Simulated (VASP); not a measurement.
# TiO2 (I4_1/amd) in VASP: single point with PBE+U

Aim: the single point of TiO2 with PBE+U.

Everything below comes from runs of VASP 6.6.1. Logs are shortened: lines on timing, memory, paths and dates and some standing lists are left out, and cuts for length are marked.

## Step 1: The cell of the first run

It takes space group I4_1/amd (No. 141, tetragonal). The conventional cell has a = 3.783 Å, b = 3.783 Å, c = 9.615 Å, α = 90.00°, β = 90.00°, γ = 90.00°. Ti (site symmetry -4m2) has 6 O at 1.94 to 1.99 Å within 2.6 Å. O (site symmetry 2mm) has 3 Ti at 1.94 to 1.99 Å and 2 O at 2.46 Å within 2.6 Å.

## Step 2: Single point, PBE+U, collinear spin

Contents of INCAR:

```
SYSTEM = TiO2
PREC = Accurate
ENCUT = 520
EDIFF = 1E-6
ISMEAR = 0
SIGMA = 0.1
LREAL = .False.
LASPH = .True.
NELM = 150
ALGO = Normal
ISIF = 2
LWAVE = .False.
LCHARG = .False.
ISPIN = 2
MAGMOM = 1 1 0 0 0 0
LORBIT = 11
LMAXMIX = 4
LDAU = .True.
LDAUTYPE = 2
LDAUL = 2 -1
LDAUU = 4 0
LDAUJ = 0 0
LDAUPRINT = 1
GGA = PE
NBANDS = 37
```

Contents of KPOINTS:

```
regular mesh
0
Gamma
  6 6 6
  0 0 0
```

Contents of POSCAR:

```
TiO2
1.0
   -1.8912698400      1.8912698400      4.8075107874
    1.8912698400     -1.8912698400      4.8075107874
    1.8912698400      1.8912698400     -4.8075107874
Ti O
2 4
Direct
    0.0000000000      0.0000000000      0.0000000000
    0.7500000000      0.2500000000      0.5000000000
    0.9571521200      0.4571521200      0.5000000000
    0.2071521200      0.2071521200      0.0000000000
    0.5428478800      0.0428478800      0.5000000000
    0.7928478800      0.7928478800      0.0000000000
```

Potentials or basis: VASP PAW PBE potentials, release 64 (Ti_sv, O).

Launch:

```sh
> cat potpaw_PBE.64/Ti_sv/POTCAR potpaw_PBE.64/O/POTCAR > POTCAR
> mpirun -np 1 vasp_std > vasp.out
```

OUTCAR:

```text
SYSTEM = TiO2
   PREC = Accurate
   ENCUT = 520
   EDIFF = 1E-6
   ISMEAR = 0
   LREAL = .False.
   LASPH = .True.
   NELM = 150
   ISIF = 2
   ISPIN = 2
   LORBIT = 11
   GGA = PE

 ion  position               nearest neighbor table
   1  0.000  0.000  0.000-   5 1.94   3 1.94   5 1.94   3 1.94   4 1.99   6 1.99
   2  0.750  0.250  0.500-   6 1.94   4 1.94   6 1.94   4 1.94   3 1.99   5 1.99
   3  0.957  0.457  0.500-   1 1.94   1 1.94   2 1.99
   4  0.207  0.207  0.000-   2 1.94   2 1.94   1 1.99
   5  0.543  0.043  0.500-   1 1.94   1 1.94   2 1.99
   6  0.793  0.793  0.000-   2 1.94   2 1.94   1 1.99

  LATTYP: Found a body centered tetragonal cell.
 ALAT       =     3.7825396800
 C/A-ratio  =     2.5419486346

  Lattice vectors:

 A1 = (  -1.8912698400,   1.8912698400,   4.8075107874)
 A2 = (   1.8912698400,  -1.8912698400,   4.8075107874)
 A3 = (   1.8912698400,   1.8912698400,  -4.8075107874)

Analysis of symmetry for initial positions (statically):
=====================================================================
 Subroutine PRICEL returns:
 Original cell was already a primitive cell.

 Routine SETGRP: Setting up the symmetry group for a
 body centered tetragonal supercell.

 Subroutine GETGRP returns: Found 16 space group operations
 (whereof  8 operations were pure point group operations)
 out of a pool of 16 trial point group operations.

The static configuration has the point symmetry D_2d.
 The point group associated with its full space group is D_4h.

Analysis of symmetry for dynamics (positions and initial velocities):
=====================================================================
 Subroutine PRICEL returns:
 Original cell was already a primitive cell.

 Routine SETGRP: Setting up the symmetry group for a
 body centered tetragonal supercell.

 Subroutine GETGRP returns: Found 16 space group operations
 (whereof  8 operations were pure point group operations)
 out of a pool of 16 trial point group operations.

The dynamic configuration has the point symmetry D_2d.
 The point group associated with its full space group is D_4h.

Analysis of structural, dynamic, and magnetic symmetry:
=====================================================================
 Subroutine PRICEL returns:
 Original cell was already a primitive cell.

 Routine SETGRP: Setting up the symmetry group for a
 body centered tetragonal supercell.

 Subroutine GETGRP returns: Found 16 space group operations
 (whereof  8 operations were pure point group operations)
 out of a pool of 16 trial point group operations.

The overall configuration has the point symmetry D_2d.
 The point group associated with its full space group is D_4h.

 Subroutine INISYM returns: Found 16 space group operations
 (whereof  8 operations are pure point group operations),
 and found     1 'primitive' translations

----------------------------------------------------------------------------------------

                                     Primitive cell

  volume of cell :      68.7840

  direct lattice vectors                    reciprocal lattice vectors
    -1.891269840  1.891269840  4.807510787     0.000000000  0.264372640  0.104003927
[... 162 lines left out ...]
  o =  0.1022  v =  0.0000  0.0000  0.0000  0.0000  0.0000  0.0000 -0.9369 -0.0000  0.3496  0.0000      0.0000  0.0000  0.0000  0.0000  0.0000  0.0000  0.0000  0.0000  0.0000  0.0000
  o =  0.1022  v =  0.0000  0.3849 -0.0000 -0.9230  0.0000  0.0000  0.0000  0.0000  0.0000  0.0000      0.0000  0.0000  0.0000  0.0000  0.0000  0.0000  0.0000  0.0000  0.0000  0.0000
  o =  0.1022  v =  0.0000  0.9230 -0.0000  0.3849 -0.0000  0.0000  0.0000  0.0000  0.0000  0.0000      0.0000  0.0000  0.0000  0.0000  0.0000  0.0000  0.0000  0.0000  0.0000  0.0000
  o =  0.1064  v =  0.0000  0.0000  0.0000  0.0000  0.0000  1.0000  0.0000  0.0000  0.0000  0.0000      0.0000  0.0000  0.0000  0.0000  0.0000  0.0000  0.0000  0.0000  0.0000  0.0000
  o =  0.1064  v =  1.0000  0.0000  0.0000  0.0000  0.0000  0.0000  0.0000  0.0000  0.0000  0.0000      0.0000  0.0000  0.0000  0.0000  0.0000  0.0000  0.0000  0.0000  0.0000  0.0000
  o =  0.2494  v =  0.0000  0.0000  1.0000  0.0000 -0.0000  0.0000  0.0000  0.0000  0.0000  0.0000      0.0000  0.0000  0.0000  0.0000  0.0000  0.0000  0.0000  0.0000  0.0000  0.0000
  o =  0.2494  v =  0.0000  0.0000  0.0000  0.0000  0.0000  0.0000  0.0000 -1.0000  0.0000  0.0000      0.0000  0.0000  0.0000  0.0000  0.0000  0.0000  0.0000  0.0000  0.0000  0.0000
  o =  0.2538  v =  0.0000  0.0000  0.0000  0.0000  0.0000  0.0000 -0.0000 -0.0000  0.0000 -1.0000      0.0000  0.0000  0.0000  0.0000  0.0000  0.0000  0.0000  0.0000  0.0000  0.0000
  o =  0.2538  v =  0.0000 -0.0000  0.0000 -0.0000  1.0000  0.0000  0.0000  0.0000  0.0000  0.0000      0.0000  0.0000  0.0000  0.0000  0.0000  0.0000  0.0000  0.0000  0.0000  0.0000

atom =   2  type =  1  l = 2

 onsite density matrix

spin component  1

  0.1064 -0.0000  0.0000  0.0000 -0.0000
 -0.0000  0.1022 -0.0000 -0.0000  0.0000
  0.0000 -0.0000  0.2494  0.0000 -0.0000
  0.0000 -0.0000  0.0000  0.1022  0.0000
 -0.0000  0.0000 -0.0000  0.0000  0.2538

spin component  2

  0.1064  0.0000 -0.0000  0.0000 -0.0000
  0.0000  0.1022 -0.0000  0.0000  0.0000
 -0.0000 -0.0000  0.2494 -0.0000 -0.0000
  0.0000  0.0000 -0.0000  0.1022  0.0000
 -0.0000  0.0000 -0.0000  0.0000  0.2538

 occupancies and eigenvectors

  o =  0.1022  v =  0.0000  0.0000  0.0000  0.0000  0.0000  0.0000  0.9167  0.0000  0.3995 -0.0000      0.0000  0.0000  0.0000  0.0000  0.0000  0.0000  0.0000  0.0000  0.0000  0.0000
  o =  0.1022  v =  0.0000  0.0000  0.0000  0.0000  0.0000  0.0000  0.3995 -0.0000 -0.9167  0.0000      0.0000  0.0000  0.0000  0.0000  0.0000  0.0000  0.0000  0.0000  0.0000  0.0000
  o =  0.1022  v =  0.0000  0.9246 -0.0000 -0.3810  0.0000  0.0000  0.0000  0.0000  0.0000  0.0000      0.0000  0.0000  0.0000  0.0000  0.0000  0.0000  0.0000  0.0000  0.0000  0.0000
  o =  0.1022  v =  0.0000  0.3810 -0.0000  0.9246  0.0000  0.0000  0.0000  0.0000  0.0000  0.0000      0.0000  0.0000  0.0000  0.0000  0.0000  0.0000  0.0000  0.0000  0.0000  0.0000
  o =  0.1064  v =  0.0000  0.0000  0.0000  0.0000  0.0000  1.0000  0.0000  0.0000  0.0000  0.0000      0.0000  0.0000  0.0000  0.0000  0.0000  0.0000  0.0000  0.0000  0.0000  0.0000
  o =  0.1064  v =  1.0000  0.0000  0.0000  0.0000  0.0000  0.0000  0.0000  0.0000  0.0000  0.0000      0.0000  0.0000  0.0000  0.0000  0.0000  0.0000  0.0000  0.0000  0.0000  0.0000
  o =  0.2494  v =  0.0000  0.0000  1.0000  0.0000  0.0000  0.0000  0.0000  0.0000  0.0000  0.0000      0.0000  0.0000  0.0000  0.0000  0.0000  0.0000  0.0000  0.0000  0.0000  0.0000
  o =  0.2494  v =  0.0000  0.0000  0.0000  0.0000  0.0000  0.0000  0.0000  1.0000 -0.0000  0.0000      0.0000  0.0000  0.0000  0.0000  0.0000  0.0000  0.0000  0.0000  0.0000  0.0000
  o =  0.2538  v =  0.0000  0.0000  0.0000  0.0000  0.0000  0.0000 -0.0000  0.0000 -0.0000 -1.0000      0.0000  0.0000  0.0000  0.0000  0.0000  0.0000  0.0000  0.0000  0.0000  0.0000
  o =  0.2538  v =  0.0000  0.0000  0.0000  0.0000 -1.0000  0.0000  0.0000  0.0000  0.0000  0.0000      0.0000  0.0000  0.0000  0.0000  0.0000  0.0000  0.0000  0.0000  0.0000  0.0000

 number of electron      47.9999994 magnetization       0.0000052

 Free energy of the ion-electron system (eV)
  ---------------------------------------------------
  ext. energy  EPLUGINS =         0.00000000
  ---------------------------------------------------
  free energy    TOTEN  =       -48.39343109 eV

  energy without entropy =      -48.39343109  energy(sigma->0) =      -48.39343109

 E-fermi :   4.1510     XC(G=0): -10.7002

 val. band max:        3.5105223217   @ k =   0.5000   0.5000   0.0000
 cond. band min:       6.2490726245   @ k =   0.0000   0.0000   0.0000
 fundamental gap:      2.7385503027
 Fermi energy:         4.1510079567

 spin component 1

 k-point     1 :       0.0000    0.0000    0.0000
  band No.  band energies     occupation
      1     -53.8463      1.00000
      2     -53.7928      1.00000
      3     -30.2390      1.00000
      4     -30.0181      1.00000
      5     -30.0181      1.00000
      6     -29.9549      1.00000
[... 1865 lines left out ...]
     35      11.7324      0.00000
     36      14.6209      0.00000

 [... further k-points ...]

 [bands above 36 left out]

------------------------ aborting loop because EDIFF is reached ----------------------------------------

  FORCE on cell =-STRESS in cart. coord.  units (eV):
  Direction    XX          YY          ZZ          XY          YZ          ZX
  --------------------------------------------------------------------------------------
  -------------------------------------------------------------------------------------
  Total        5.1823938      5.1823938      4.3497208      0.0000000      0.0000000      0.0000000
  in kB      120.7129158    120.7129158    101.3175570      0.0000000      0.0000000      0.0000000
  external PRESSURE =     114.2477962 kB  Pullay stress =       0.0000000 kB

 VOLUME and BASIS-vectors are now :
 -----------------------------------------------------------------------------
  energy-cutoff  :      520.00
  volume of cell :       68.78
      direct lattice vectors                 reciprocal lattice vectors
    -1.891269840  1.891269840  4.807510787     0.000000000  0.264372640  0.104003927
     1.891269840 -1.891269840  4.807510787     0.264372640  0.000000000  0.104003927
     1.891269840  1.891269840 -4.807510787     0.264372640  0.264372640  0.000000000

 POSITION                                       TOTAL-FORCE (eV/Angst)
 -----------------------------------------------------------------------------------
      0.00000      0.00000      0.00000        -0.000000     -0.000000      0.000000
     -0.00000      1.89127      2.40376        -0.000000     -0.000000      0.000000
      0.00000      1.89127      4.39553         0.000000     -0.000000      0.163414
      0.00000      0.00000      1.99177        -0.000000      0.000000      0.163414
     -0.00000      1.89127      0.41198         0.000000     -0.000000     -0.163414
      0.00000      0.00000      7.62325        -0.000000      0.000000     -0.163414
 -----------------------------------------------------------------------------------
    total drift:                                0.000000      0.000000     -0.000000

  FREE ENERGIE OF THE ION-ELECTRON SYSTEM (eV)
  ---------------------------------------------------
  free  energy   TOTEN  =       -48.3934310881 eV

  energy  without entropy=      -48.3934310881  energy(sigma->0) =      -48.39343109

 total charge

# of ion       s       p       d       tot
------------------------------------------
    1        2.234   6.314   1.600  10.148
    2        2.234   6.314   1.600  10.148
    3        1.570   3.533   0.000   5.104
    4        1.570   3.533   0.000   5.104
    5        1.570   3.533   0.000   5.104
    6        1.570   3.533   0.000   5.104
--------------------------------------------------
tot         10.750  26.762   3.200  40.711

 magnetization (x)

# of ion       s       p       d       tot
------------------------------------------
    1        0.000  -0.000   0.000   0.000
    2        0.000  -0.000   0.000   0.000
    3       -0.000   0.000   0.000   0.000
    4       -0.000   0.000   0.000   0.000
    5       -0.000   0.000   0.000   0.000
    6       -0.000   0.000   0.000   0.000
--------------------------------------------------
tot          0.000   0.000   0.000   0.000
```

It took 2.6 min on 1 thread of Intel Xeon 6975P-C (Granite Rapids), shared host; peak memory 0.36 GiB.

Results:

| Quantity | Value |
| --- | --- |
| Free energy | -48.3934 eV |
| Pressure | 11.4 GPa |
| Largest force | 0.163 eV/Å |
| Band gap on the k mesh | 2.74 eV (least direct gap 3.05 eV) |
| Net moment | 0.00 μB per cell |
| Valence electrons inside the program's atomic spheres | Ti 10.15; O 5.10 |

Forces on the atoms (eV/Å):
```
Ti   0.000  0.000  0.000
Ti   0.000  0.000  0.000
O    0.000  0.000  0.163
O    0.000  0.000  0.163
O    0.000  0.000 -0.163
O    0.000  0.000 -0.163
```

Stress tensor (GPa, compression positive):
```
12.07  0.00  0.00
 0.00 12.07  0.00
 0.00  0.00 10.13
```

Levels at points of the mesh, in eV from the valence-band top:
Spin up:
```tsv
k point	band 20	band 21	band 22	band 23	band 24	band 25	band 26	band 27	band 28	band 29
(0.00, 0.00, 0.00)	-0.78	-0.72	-0.72	-0.41	-0.41	2.74	3.48	4.51	4.51	4.56
(0.50, 0.00, 0.00)	-1.93	-1.80	-0.89	-0.86	-0.65	3.83	4.03	4.09	4.20	4.79
(0.50, 0.50, 0.00)	-2.53	-1.98	-1.98	0.00	0.00	3.88	3.88	4.31	4.31	5.42
(0.50, 0.50, 0.50)	-1.39	-1.24	-1.24	-0.09	-0.09	3.09	3.09	4.38	4.38	4.71
```
Spin down:
```tsv
k point	band 21	band 22	band 23	band 24	band 25	band 26	band 27	band 28
(0.00, 0.00, 0.00)	-0.72	-0.72	-0.41	-0.41	2.74	3.48	4.51	4.51
(0.50, 0.00, 0.00)	-1.80	-0.89	-0.86	-0.65	3.83	4.03	4.09	4.20
(0.50, 0.50, 0.00)	-1.98	-1.98	0.00	0.00	3.88	3.88	4.31	4.31
(0.50, 0.50, 0.50)	-1.24	-1.24	-0.09	-0.09	3.09	3.09	4.38	4.38
```

Eigenvalues of the final occupation matrices:
```tsv
site	spin	trace	eigenvalues
site 1 d	1	0.81	0.10 0.10 0.11 0.25 0.25
site 1 d	2	0.81	0.10 0.10 0.11 0.25 0.25
site 2 d	1	0.81	0.10 0.10 0.11 0.25 0.25
site 2 d	2	0.81	0.10 0.10 0.11 0.25 0.25
```

Caveat: the cell stands under pressure.
